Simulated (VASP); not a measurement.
# As (R-3m) in VASP: a series of runs

The runs below take As through single point, with PBEsol.

Program: VASP 6.6.1. These are calculated values, not measurements. Logs are shortened: lines on timing, memory, paths and dates and some standing lists are left out, and cuts for length are marked.

**1. The cell of the first run**

It takes space group R-3m (No. 166, trigonal). Conventional cell: a = 3.727 Å, b = 3.727 Å, c = 9.651 Å, α = 90.00°, β = 90.00°, γ = 120.00°. Within 3.3 Å of As (site symmetry 3m) lie 6 As at 2.51 to 2.89 Å.

**2. Single point, PBEsol**

Contents of INCAR:

```
SYSTEM = As
ALGO = Normal
EDIFF = 1E-6
ENCUT = 520
GGA = PS
ISIF = 2
ISMEAR = -1
LASPH = .TRUE.
LCHARG = .FALSE.
LREAL = .FALSE.
LWAVE = .FALSE.
NBANDS = 12
NELM = 60
PREC = Accurate
SIGMA = 0.05
```

Contents of KPOINTS:

```
k-points
0
G
  9 9 9
  0 0 0
```

Contents of POSCAR:

```
As
1.0
    1.8636424046      1.0759744439      3.2168981830
   -1.8636424046      1.0759744439      3.2168981830
    0.0000000000     -2.1519488879      3.2168981830
As
2
Direct
    0.2334628344      0.2334628344      0.2334628344
    0.7665371656      0.7665371656      0.7665371656
```

Potentials or basis: VASP PAW PBE potentials, release 64 (As).

On the command line:

```console
cat potpaw_PBE.64/As/POTCAR > POTCAR
mpirun -np 1 vasp_std > vasp.out
```

OUTCAR:

```text
SYSTEM = As
   EDIFF = 1E-6
   ENCUT = 520
   GGA = PS
   ISIF = 2
   ISMEAR = -1
   LASPH = .TRUE.
   LREAL = .FALSE.
   NELM = 60
   PREC = Accurate

 ion  position               nearest neighbor table
   1  0.233  0.233  0.233-   2 2.51   2 2.51   2 2.51   2 2.89   2 2.89   2 2.89
   2  0.767  0.767  0.767-   1 2.51   1 2.51   1 2.51   1 2.89   1 2.89   1 2.89

  LATTYP: Found a trigonal (rhomboedric) cell.
 ALAT       =     3.8703123822
 COS(alpha) =     0.5362722085

  Lattice vectors:

 A1 = (   1.8636424046,   1.0759744439,   3.2168981830)
 A2 = (  -1.8636424046,   1.0759744439,   3.2168981830)
 A3 = (   0.0000000000,  -2.1519488879,   3.2168981830)

Analysis of symmetry for initial positions (statically):
=====================================================================
 Subroutine PRICEL returns:
 Original cell was already a primitive cell.

 Routine SETGRP: Setting up the symmetry group for a
 trigonal (rhombohedral) supercell.

 Subroutine GETGRP returns: Found 12 space group operations
 (whereof 12 operations were pure point group operations)
 out of a pool of 12 trial point group operations.

The static configuration has the point symmetry D_3d.

Analysis of symmetry for dynamics (positions and initial velocities):
=====================================================================
 Subroutine PRICEL returns:
 Original cell was already a primitive cell.

 Routine SETGRP: Setting up the symmetry group for a
 trigonal (rhombohedral) supercell.

 Subroutine GETGRP returns: Found 12 space group operations
 (whereof 12 operations were pure point group operations)
 out of a pool of 12 trial point group operations.

The dynamic configuration has the point symmetry D_3d.

 Subroutine INISYM returns: Found 12 space group operations
 (whereof 12 operations are pure point group operations),
 and found     1 'primitive' translations

----------------------------------------------------------------------------------------

                                     Primitive cell

  volume of cell :      38.7038

  direct lattice vectors                    reciprocal lattice vectors
     1.863642405  1.075974444  3.216898183     0.268291813  0.154898351  0.103619485
    -1.863642405  1.075974444  3.216898183    -0.268291813  0.154898351  0.103619485
     0.000000000 -2.151948888  3.216898183     0.000000000 -0.309796701  0.103619485

[... 90 lines left out ...]
   ISYM   =      2    0-nonsym 1-usesym 2-fastsym
   POTIM  = 0.5000    time-step for ionic-motion
   TEBEG  =    0.0;   TEEND  =   0.0 temperature during run
   PSTRESS=    0.0 pullay stress
   NELECT =      10.0000    total number of electrons
   NUPDOWN=      -1.0000    fix difference up-down
   EMIN   =  10.00;   EMAX   =-10.00  energy-range for DOS
   EFERMI =   0.00;   METHOD = LEGACY
   ISMEAR =    -1;   SIGMA  =   0.05  broadening in eV -4-tet -1-fermi 0-gaus
   EFERMI_NEDOS =   21; number of points for ismear=-14 and -15
   IALGO  =     38    algorithm
   IMIX   =      4    mixing-type and parameters
     AMIX     =   0.40;   BMIX     =  1.00
     AMIX_MAG =   1.60;   BMIX_MAG =  1.00
  volume/ion in A,a.u.               =      19.35       130.59
  Fermi-wavevector in a.u.,A,eV,Ry     =   1.042695  1.970407 14.792418  1.087212
  Thomas-Fermi vector in A             =   2.177371
   LORBIT       =      0    0 simple, 1 ext, 2 COOP (PROOUT), +10 PAW based schemes
   GGA     = PS    functional components
   LHFCALC =     F    Hartree Fock is set to
   AEXX    =    0.0000 exact exchange contribution
   IVDW    =     0    specifies the selected vdW correction
   LEPSILON=     F    determine dielectric tensor
   LRPA    =     F    only Hartree local field effects (RPA)
 non-spin polarized calculation
  energy-cutoff  :      520.00
  volume of cell :       38.70
 maximum number of plane-waves:      1058
 NGX is ok and might be reduce to    30
   NGX = 15   NGY = 15   NGZ = 15

 number of electron      10.0000002 magnetization

 Free energy of the ion-electron system (eV)
  ---------------------------------------------------
  ext. energy  EPLUGINS =         0.00000000
  ---------------------------------------------------
  free energy    TOTEN  =       -10.17861496 eV

  energy without entropy =      -10.17645791  energy(sigma->0) =      -10.17753644

 E-fermi :   6.5193     XC(G=0): -10.6121

 val. band max:        6.5141124017   @ k =   0.3333   0.1111   0.1111
 cond. band min:       6.5353163390   @ k =   0.3333   0.2222   0.2222
 fundamental gap:      0.0212039372
 Fermi energy:         6.5193311846

 k-point     1 :       0.0000    0.0000    0.0000
  band No.  band energies     occupation
      1      -9.2723      2.00000
      2       1.4117      2.00000
      3       4.0314      2.00000
      4       4.2421      2.00000
      5       4.2421      2.00000
      6       9.0106      0.00000
      7       9.8996      0.00000
      8       9.8996      0.00000
      9      12.6111      0.00000
     10      12.6111      0.00000
     11      13.0457      0.00000
     12      14.8971      0.00000
[... 331 lines left out ...]
 k-point    24 :       0.4444    0.4444    0.0000
  band No.  band energies     occupation
      1      -6.2679      2.00000
      2      -2.8577      2.00000
      3      -0.2765      2.00000
      4       1.7929      2.00000
      5       1.8276      2.00000
      6       7.9481      0.00000
      7      12.6166      0.00000
      8      13.3012      0.00000
      9      14.4685      0.00000
     10      17.2277      0.00000
     11      19.1153      0.00000
     12      20.7443      0.00000

 [... further k-points ...]

------------------------ aborting loop because EDIFF is reached ----------------------------------------

  FORCE on cell =-STRESS in cart. coord.  units (eV):
  Direction    XX          YY          ZZ          XY          YZ          ZX
  --------------------------------------------------------------------------------------
  -------------------------------------------------------------------------------------
  Total        1.3348016      1.3348016      1.3039878     -0.0000000     -0.0000000      0.0000000
  in kB       55.2553340     55.2553340     53.9797678     -0.0000000     -0.0000000      0.0000000
  external PRESSURE =      54.8301452 kB  Pullay stress =       0.0000000 kB

 VOLUME and BASIS-vectors are now :
 -----------------------------------------------------------------------------
  energy-cutoff  :      520.00
  volume of cell :       38.70
      direct lattice vectors                 reciprocal lattice vectors
     1.863642405  1.075974444  3.216898183     0.268291813  0.154898351  0.103619485
    -1.863642405  1.075974444  3.216898183    -0.268291813  0.154898351  0.103619485
     0.000000000 -2.151948888  3.216898183     0.000000000 -0.309796701  0.103619485

 POSITION                                       TOTAL-FORCE (eV/Angst)
 -----------------------------------------------------------------------------------
      0.00000     -0.00000      2.25308         0.000000     -0.000000      0.058354
      0.00000     -0.00000      7.39762         0.000000      0.000000     -0.058354
 -----------------------------------------------------------------------------------
    total drift:                               -0.000000     -0.000000      0.000000

  FREE ENERGIE OF THE ION-ELECTRON SYSTEM (eV)
  ---------------------------------------------------
  free  energy   TOTEN  =       -10.1786149615 eV

  energy  without entropy=      -10.1764579126  energy(sigma->0) =      -10.17753644
```

OSZICAR:

```text
N       E                     dE             d eps       ncg     rms          rms(c)
DAV:   1     0.269228504322E+02    0.26923E+02   -0.42628E+03  2040   0.700E+02
DAV:   2    -0.873899820792E+01   -0.35662E+02   -0.33966E+02  2700   0.113E+02
DAV:   3    -0.102009871095E+02   -0.14620E+01   -0.14555E+01  2556   0.231E+01
DAV:   4    -0.102068021849E+02   -0.58151E-02   -0.58147E-02  2304   0.166E+00
DAV:   5    -0.102068134746E+02   -0.11290E-04   -0.11290E-04  2548   0.783E-02    0.365E+00
DAV:   6    -0.101888105763E+02    0.18003E-01   -0.36027E-03  2276   0.353E-01    0.217E+00
DAV:   7    -0.101785762648E+02    0.10234E-01   -0.83108E-03  2304   0.546E-01    0.665E-02
DAV:   8    -0.101786077786E+02   -0.31514E-04   -0.14351E-04  2384   0.760E-02    0.171E-02
DAV:   9    -0.101786154032E+02   -0.76246E-05   -0.10047E-05  2480   0.202E-02    0.707E-03
DAV:  10    -0.101786149615E+02    0.44170E-06   -0.95986E-07  1604   0.528E-03
   1 F= -.10178615E+02 E0= -.10177536E+02  d E =-.215705E-02
```

stdout:

```text
POSCAR found type information on POSCAR As
 POSCAR found :  1 types and       2 ions
 scaLAPACK will be used
 -----------------------------------------------------------------------------
|                                                                             |
|                                                                             |
|     You enforced a specific xc type in the INCAR file but a different       |
|     I HOPE YOU KNOW WHAT YOU ARE DOING!                                     |
|                                                                             |
 -----------------------------------------------------------------------------

 LDA part: xc-table for (Slater+PW92), standard interpolation
 POSCAR, INCAR and KPOINTS ok, starting setup
 FFT: planning ... GRIDC
 FFT: planning ... GRID_SOFT
 FFT: planning ... GRID
 WAVECAR not read
 entering main loop
```

Wall time 18 s (1 thread of Intel Xeon Platinum 8488C (Sapphire Rapids), shared host); peak memory 0.18 GiB.

Results:

```
Free energy            : -10.1786 eV
Pressure               : 5.5 GPa
Largest force          : 0.058 eV/Å
Band gap on the k mesh : zero (band 5 reaches 6.54 eV, above the bottom of band 6 at 6.45 eV)
```

Forces on the atoms (eV/Å):
```
As   0.000  0.000  0.058
As   0.000  0.000 -0.058
```

Caveat: the PAW data sets were made with another functional, which shifts forces and pressure a little.

**3. Single point, PBEsol**

This run uses another cell than the first one, of 20.18 Å³/atom, 1.043 times its volume.

Contents of INCAR:

```
PREC = Accurate ; ENCUT = 520
EDIFF = 1E-6 ; ISMEAR = -1
SIGMA = 0.05 ; LREAL = False
LASPH = True ; NELM = 80
ALGO = Normal ; ISIF = 2
LWAVE = False ; LCHARG = True
GGA = PS ; LELF = True
LVHAR = True ; NBANDS = 12
```

Contents of KPOINTS:

```
regular mesh
0
Gamma
  9 9 9
```

Contents of POSCAR:

```
As
1.0
    1.8803993604      1.0856490769      3.2952085456
   -1.8803993604      1.0856490769      3.2952085456
    0.0000000000     -2.1712981539      3.2952085456
As
2
Direct
    0.2315197917      0.2315197917      0.2315197917
    0.7684802083      0.7684802083      0.7684802083
```

Potentials or basis: VASP PAW PBE potentials, release 64 (As).

On the command line:

```console
cat potpaw_PBE.64/As/POTCAR > POTCAR
mpirun -np 1 vasp_std > vasp.out
```

Wall time 20 s (1 thread of Intel Xeon Platinum 8488C (Sapphire Rapids), shared host); peak memory 0.18 GiB.

Results (log left out):

```yaml
Free_energy: -10.2166 eV
Pressure: 2.4 GPa
Largest_force: 0.059 eV/Å
Band_gap_on_the_k_mesh: 0.04 eV, indirect (least direct gap 0.59 eV)
```

Forces on the atoms (eV/Å):
```
As   0.000  0.000  0.059
As   0.000  0.000 -0.059
```

Stress tensor (GPa, compression positive):
```
2.49 0.00 0.00
0.00 2.49 0.00
0.00 0.00 2.35
```

Levels at points of the mesh, in eV from the valence-band top:
```
           k point  band 1  band 2  band 3  band 4  band 5  band 6  band 7  band 8  band 9  band 10
(0.00, 0.00, 0.00)  -15.38   -5.31   -2.36   -2.12   -2.12    2.30    3.28    3.28    6.33     6.33
```

Caveat: the PAW data sets were made with another functional, which shifts forces and pressure a little.
